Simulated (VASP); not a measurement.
Input of a VASP 6.6.1 run:

File INCAR:

```
PREC = Accurate ; ENCUT = 520
EDIFF = 1E-6 ; ISMEAR = 0
SIGMA = 0.1 ; LREAL = False
LASPH = True ; NELM = 100
ALGO = Normal ; ISIF = 2
LWAVE = False ; LCHARG = True
GGA = PE ; LELF = True
LVHAR = True ; NBANDS = 24
```

Contents of KPOINTS:

```
regular mesh
0
Gamma
  6 6 6
```

Contents of POSCAR:

```
As
1.0
   -3.4746582925      3.4746582925      2.6248210337
    3.4746582925     -3.4746582925      2.6248210337
    3.4746582925      3.4746582925     -2.6248210337
As
6
Direct
    0.0000000000      0.0000000000      0.0000000000
    0.7500000000      0.2500000000      0.5000000000
    0.3750000000      0.6250000000      0.7500000000
    0.3750000000      0.1250000000      0.7500000000
    0.3750000000      0.6250000000      0.2500000000
    0.8750000000      0.6250000000      0.2500000000
```

Potentials or basis: VASP PAW PBE potentials, release 64 (As).

The run is started by

```bash
$ cat potpaw_PBE.64/As/POTCAR > POTCAR
$ mpirun -np 1 vasp_std > vasp.out
```

Problem. Estimate the pressure.

Solution. 0.2 GPa.

Problem. Predict the band gap on the k mesh.

Solution. Zero (band 15 reaches 5.74 eV, above the bottom of band 16 at 4.59 eV).

Stress tensor (GPa, compression positive):
```
0.13 0.00 0.00
0.00 0.13 0.00
0.00 0.00 0.22
```
